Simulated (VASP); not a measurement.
# Ca2SiS6 (Fm-3m) in VASP: further runs, part 2 of 2

VASP 6.6.1. The steps go on from the part before.

### 3 Single point, PBE

File INCAR:

```
PREC = Accurate ; ENCUT = 520
EDIFF = 1E-7 ; ISMEAR = 0
SIGMA = 0.1 ; LREAL = F
LASPH = T ; NELM = 100
ALGO = Normal ; ISIF = 2
LWAVE = F ; LCHARG = T
GGA = PE ; LELF = T
LVHAR = T ; NBANDS = 40
```

File KPOINTS:

```
Automatic mesh
0
Gamma
  8 8 8
```

File POSCAR:

```
Ca2SiS6
1.0
    0.0000000000      4.5040107996      4.5040107996
    4.5040107996      0.0000000000      4.5040107996
    4.5040107996      4.5040107996      0.0000000000
Ca Si S
2 1 6
Direct
    0.2500000000      0.2500000000      0.2500000000
    0.7500000000      0.7500000000      0.7500000000
    0.0000000000      0.0000000000      0.0000000000
    0.7519973657      0.2480026343      0.2480026343
    0.2480026343      0.7519973657      0.7519973657
    0.2480026343      0.7519973657      0.2480026343
    0.7519973657      0.2480026343      0.7519973657
    0.2480026343      0.2480026343      0.7519973657
    0.7519973657      0.7519973657      0.2480026343
```

Potentials or basis: VASP PAW PBE potentials, release 64 (Ca_sv, Si, S).

Started as:

```sh
$ cat potpaw_PBE.64/Ca_sv/POTCAR potpaw_PBE.64/Si/POTCAR potpaw_PBE.64/S/POTCAR > POTCAR
$ mpirun -np 1 vasp_std > vasp.out
```

OUTCAR:

```text
PREC = Accurate
   ENCUT = 520
   EDIFF = 1E-7
   ISMEAR = 0
   LREAL = F
   LASPH = T
   NELM = 100
   ISIF = 2
   GGA = PE

 ion  position               nearest neighbor table
   1  0.250  0.250  0.250-
   2  0.750  0.750  0.750-
   3  0.000  0.000  0.000-   4 2.23   5 2.23   6 2.23   7 2.23   8 2.23   9 2.23
   4  0.752  0.248  0.248-   3 2.23
   5  0.248  0.752  0.752-   3 2.23
   6  0.248  0.752  0.248-   3 2.23
   7  0.752  0.248  0.752-   3 2.23
   8  0.248  0.248  0.752-   3 2.23
   9  0.752  0.752  0.248-   3 2.23

  LATTYP: Found a face centered cubic cell.
 ALAT       =     9.0080215992

  Lattice vectors:

 A1 = (   0.0000000000,   4.5040107996,   4.5040107996)
 A2 = (   4.5040107996,   0.0000000000,   4.5040107996)
 A3 = (   4.5040107996,   4.5040107996,   0.0000000000)

Analysis of symmetry for initial positions (statically):
=====================================================================
 Subroutine PRICEL returns:
 Original cell was already a primitive cell.

 Routine SETGRP: Setting up the symmetry group for a
[... 183 lines left out ...]

 val. band max:        4.4520912269   @ k =   0.5000   0.0000   0.0000
 cond. band min:       4.4615323744   @ k =   0.3750   0.0000   0.0000
 fundamental gap:      0.0094411474
 Fermi energy:         4.4547806466

 k-point     1 :       0.0000    0.0000    0.0000
  band No.  band energies     occupation
      1     -36.2105      2.00000
      2     -36.2085      2.00000
      3     -17.1983      2.00000
      4     -17.1983      2.00000
      5     -17.1983      2.00000
      6     -17.1831      2.00000
[... 1021 lines left out ...]
     39       9.2691      0.00000
     40       9.4496      0.00000

 [... further k-points ...]
[... 5 lines left out ...]
  --------------------------------------------------------------------------------------
  -------------------------------------------------------------------------------------
  Total       -0.0665898     -0.0665898     -0.0665898      0.0000000      0.0000000     -0.0000000
  in kB       -0.5838344     -0.5838344     -0.5838344      0.0000000      0.0000000     -0.0000000
  external PRESSURE =      -0.5838344 kB  Pullay stress =       0.0000000 kB

 VOLUME and BASIS-vectors are now :
 -----------------------------------------------------------------------------
  energy-cutoff  :      520.00
  volume of cell :      182.74
      direct lattice vectors                 reciprocal lattice vectors
     0.000000000  4.504010800  4.504010800    -0.111012167  0.111012167  0.111012167
     4.504010800  0.000000000  4.504010800     0.111012167 -0.111012167  0.111012167
     4.504010800  4.504010800  0.000000000     0.111012167  0.111012167 -0.111012167

 POSITION                                       TOTAL-FORCE (eV/Angst)
 -----------------------------------------------------------------------------------
      2.25201      2.25201      2.25201        -0.000000      0.000000     -0.000000
      6.75602      6.75602      6.75602         0.000000      0.000000      0.000000
      0.00000      0.00000      0.00000        -0.000000      0.000000      0.000000
      2.23401      4.50401      4.50401        -0.013976      0.000000      0.000000
      6.77401      4.50401      4.50401         0.013976      0.000000      0.000000
      4.50401      2.23401      4.50401         0.000000     -0.013976      0.000000
      4.50401      6.77401      4.50401         0.000000      0.013976      0.000000
      4.50401      4.50401      2.23401         0.000000      0.000000     -0.013976
      4.50401      4.50401      6.77401         0.000000      0.000000      0.013976
 -----------------------------------------------------------------------------------
    total drift:                               -0.000000     -0.000000     -0.000000

  FREE ENERGIE OF THE ION-ELECTRON SYSTEM (eV)
  ---------------------------------------------------
  free  energy   TOTEN  =       -39.9047006167 eV

  energy  without entropy=      -39.8681190220  energy(sigma->0) =      -39.88640982
```

OSZICAR:

```text
N       E                     dE             d eps       ncg     rms          rms(c)
DAV:   1     0.451218899037E+03    0.45122E+03   -0.27402E+04  2320   0.136E+03
DAV:   2    -0.270421792210E+01   -0.45392E+03   -0.44157E+03  2848   0.330E+02
DAV:   3    -0.388242331254E+02   -0.36120E+02   -0.35577E+02  3496   0.833E+01
DAV:   4    -0.403024719602E+02   -0.14782E+01   -0.14715E+01  3600   0.160E+01
DAV:   5    -0.403793424246E+02   -0.76870E-01   -0.76847E-01  3472   0.258E+00    0.162E+01
DAV:   6    -0.399461122273E+02    0.43323E+00   -0.10422E+00  2840   0.375E+00    0.933E+00
DAV:   7    -0.399088609783E+02    0.37251E-01   -0.78906E-01  3168   0.334E+00    0.268E+00
DAV:   8    -0.399048570208E+02    0.40040E-02   -0.82895E-02  3032   0.115E+00    0.968E-01
DAV:   9    -0.399046268853E+02    0.23014E-03   -0.10054E-02  3496   0.353E-01    0.339E-01
DAV:  10    -0.399046571352E+02   -0.30250E-04   -0.36982E-03  2760   0.216E-01    0.547E-02
DAV:  11    -0.399046949946E+02   -0.37859E-04   -0.41142E-04  3432   0.796E-02    0.744E-02
DAV:  12    -0.399046939717E+02    0.10229E-05   -0.22867E-05  3352   0.157E-02    0.461E-02
DAV:  13    -0.399047006149E+02   -0.66432E-05   -0.10780E-05  2848   0.158E-02    0.174E-02
DAV:  14    -0.399047006323E+02   -0.17415E-07   -0.23827E-06  2584   0.582E-03    0.358E-03
DAV:  15    -0.399047006167E+02    0.15633E-07   -0.32144E-07  2360   0.238E-03
   1 F= -.39904701E+02 E0= -.39886410E+02  d E =-.365816E-01
```

It took 1.7 min on 1 thread of Intel Xeon 6975P-C (Granite Rapids), shared host; peak memory 0.43 GiB.

Results:

```
Free energy            : -39.9047 eV
Pressure               : -0.1 GPa
Largest force          : 0.014 eV/Å
Band gap on the k mesh : zero (band 30 reaches 5.42 eV, above the bottom of band 31 at 4.24 eV)
```

Forces in eV/Å, atoms in the order of the input:
```
Ca   0.000  0.000  0.000
Ca   0.000  0.000  0.000
Si   0.000  0.000  0.000
S   -0.014  0.000  0.000
S    0.014  0.000  0.000
S    0.000 -0.014  0.000
S    0.000  0.014  0.000
S    0.000  0.000 -0.014
S    0.000  0.000  0.014
```

Levels at points of the mesh, in eV from the Fermi level:
| k point | band 26 | band 27 | band 28 | band 29 | band 30 | band 31 | band 32 | band 33 | band 34 | band 35 |
| --- | --- | --- | --- | --- | --- | --- | --- | --- | --- | --- |
| (0.00, 0.00, 0.00) | -0.06 | 0.02 | 0.02 | 0.02 | 0.97 | 0.97 | 0.97 | 1.39 | 3.05 | 3.12 |
| (0.50, 0.00, 0.00) | -1.86 | -0.14 | 0.00 | 0.00 | 0.08 | 0.30 | 0.30 | 3.04 | 3.81 | 4.02 |
| (0.50, 0.50, 0.00) | -1.84 | -1.61 | -1.61 | -0.46 | -0.46 | -0.11 | 0.77 | 3.90 | 4.00 | 4.27 |

### 4 Relaxation of cell and atoms, PBE

This run uses another cell than the first one, of 20.19 Å³/atom, 0.994 times its volume.

File INCAR:

```
SYSTEM = Ca2SiS6
PREC     = Accurate       ! precision mode
ENCUT    = 600            ! plane-wave cutoff, eV
EDIFF    = 1E-6           ! SCF threshold, eV
ISMEAR   = 0              ! smearing method
SIGMA    = 0.1            ! smearing width, eV
LREAL    = .False.        ! projectors in reciprocal space
LASPH    = .True.         ! aspherical terms in the spheres
NELM     = 100            ! most SCF steps
ALGO     = Normal         ! electronic algorithm
ISIF     = 3              ! what is computed and relaxed
LWAVE    = .False.        ! write WAVECAR
LCHARG   = .False.        ! write CHGCAR
GGA      = PE             ! functional
IBRION   = 2              ! ionic algorithm
NSW      = 100            ! ionic steps
EDIFFG   = -0.01          ! ionic threshold
```

File KPOINTS:

```
regular mesh
0
Gamma
  8 8 8
  0 0 0
```

File POSCAR:

```
Ca2SiS6
1.0
    0.0000000000      4.4951842486      4.4951842486
    4.4951842486      0.0000000000      4.4951842486
    4.4951842486      4.4951842486      0.0000000000
Ca Si S
2 1 6
Direct
    0.2500000000      0.2500000000      0.2500000000
    0.7500000000      0.7500000000      0.7500000000
    0.0000000000      0.0000000000      0.0000000000
    0.7506922829      0.2493077171      0.2493077171
    0.2493077171      0.7506922829      0.7506922829
    0.2493077171      0.7506922829      0.2493077171
    0.7506922829      0.2493077171      0.7506922829
    0.2493077171      0.2493077171      0.7506922829
    0.7506922829      0.7506922829      0.2493077171
```

Started as:

```sh
$ cat potpaw_PBE.64/Ca_sv/POTCAR potpaw_PBE.64/Si/POTCAR potpaw_PBE.64/S/POTCAR > POTCAR
$ mpirun -np 1 vasp_std > vasp.out
```

Wall time 6.2 min (1 thread of Intel Xeon 6975P-C (Granite Rapids), shared host); peak memory 0.52 GiB.

Results (log left out):

```yaml
Free_energy: -39.9054 eV
Relaxed_volume: 20.28 Å³/atom
Relaxed_cell: a = 6.367 Å, b = 6.367 Å, c = 6.367 Å, α = 60.00°, β = 60.00°, γ = 60.00°
Space_group_after_relaxing_to_0.05_Å: Fm-3m (No. 225)
Energy_gained_by_relaxing: 0.5 meV/atom
Ionic_steps: 4
Pressure_after_relaxing: 0.1 GPa
Largest_force_after_relaxing: 0.005 eV/Å
Band_gap_on_the_k_mesh: zero (band 30 reaches 5.43 eV, above the bottom of band 31 at 4.25 eV)
```

Forces in eV/Å, atoms in the order of the input:
```
Ca   0.000  0.000  0.000
Ca   0.000  0.000  0.000
Si   0.000  0.000  0.000
S   -0.005  0.000  0.000
S    0.005  0.000  0.000
S    0.000 -0.005  0.000
S    0.000  0.005  0.000
S    0.000  0.000 -0.005
S    0.000  0.000  0.005
```

The path:
```
step  energy change (eV)  largest force (eV/Å)  pressure (GPa)  volume (Å³)
   1              0.0000                0.1222           -0.04       181.67
   2             -0.0029                0.0431            0.21       181.53
   3             -0.0032                0.0095            0.32       181.47
   4             -0.0046                0.0048            0.05       182.55
```

Final structure:
```cif
data_structure
_symmetry_space_group_name_H-M 'P 1'
_symmetry_Int_Tables_number 1
_cell_length_a 6.3674
_cell_length_b 6.3674
_cell_length_c 6.3674
_cell_angle_alpha 60.000
_cell_angle_beta 60.000
_cell_angle_gamma 60.000
_cell_volume 182.55
loop_
_atom_site_label
_atom_site_type_symbol
_atom_site_fract_x
_atom_site_fract_y
_atom_site_fract_z
_atom_site_occupancy
Ca1 Ca 0.25000 0.25000 0.25000 1
Ca2 Ca 0.75000 0.75000 0.75000 1
Si1 Si 0.00000 0.00000 0.00000 1
S1 S 0.75202 0.24798 0.24798 1
S2 S 0.24798 0.75202 0.75202 1
S3 S 0.24798 0.75202 0.24798 1
S4 S 0.75202 0.24798 0.75202 1
S5 S 0.24798 0.24798 0.75202 1
S6 S 0.75202 0.75202 0.24798 1
```

Levels at points of the mesh, in eV from the Fermi level:
```csv
k point,band 27,band 28,band 29,band 30,band 31,band 32,band 33,band 34
"(0.00, 0.00, 0.00)",0.02,0.02,0.02,0.97,0.97,0.97,1.39,3.05
"(0.50, 0.00, 0.00)",-0.14,0.00,0.00,0.08,0.31,0.31,3.04,3.81
"(0.50, 0.50, 0.00)",-1.61,-1.61,-0.46,-0.46,-0.11,0.77,3.91,4.00
```
